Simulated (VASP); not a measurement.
A run of VASP 6.6.1 is set up as follows.

POSCAR

```
NaH
1.0
    0.0000000000      2.3970316378      2.4809277451
    2.3970316378      0.0000000000      2.4809277451
    2.3970316378      2.3970316378      0.0000000000
Na H
1 1
Direct
    0.0000000000      0.0000000000      0.0000000000
    0.5000000000      0.5000000000      0.5000000000
```

File INCAR.step1:

```
SYSTEM = NaH
  PREC = Accurate
  ENCUT = 520
  ISMEAR = -1
  SIGMA = 0.2
  LREAL = .False.
  LASPH = .True.
  NELM = 80
  NBANDS = 11
  GGA = PE
  ALGO = Normal
  EDIFF = 1E-4
  LWAVE = .True.
  LCHARG = .False.
```

Contents of INCAR.step2:

```
SYSTEM = NaH
  PREC = Accurate
  ENCUT = 520
  EDIFF = 1E-6
  ISMEAR = -1
  SIGMA = 0.2
  LREAL = .False.
  LASPH = .True.
  NELM = 80
  ALGO = Normal
  ISIF = 2
  LWAVE = .False.
  LCHARG = .True.
  METAGGA = R2SCAN
  LMIXTAU = .True.
  LELF = .True.
  LVHAR = .True.
  NBANDS = 11
  ISTART = 1
```

File KPOINTS:

```
Automatic mesh
0
Gamma
  8 8 8
  0 0 0
```

Potentials or basis: VASP PAW PBE potentials, release 64 (Na_pv, H).

The run is started by

```bash
$ cat potpaw_PBE.64/Na_pv/POTCAR potpaw_PBE.64/H/POTCAR > POTCAR
$ cp INCAR.step1 INCAR
$ mpirun -np 1 vasp_std > vasp.out
$ cp INCAR.step2 INCAR
$ mpirun -np 1 vasp_std > vasp.out
```

(1) What does it give for the band gap on the k mesh?

(2) Estimate the pressure.

Answers

(1) 4.32 eV, indirect (least direct gap 5.17 eV).

(2) -0.9 GPa.

Caveat: the cell differs from its parent crystal (engineering shear strain xy +0.0000, normal strain along z +0.0350); the PAW data sets were made with another functional, which shifts forces and pressure a little.
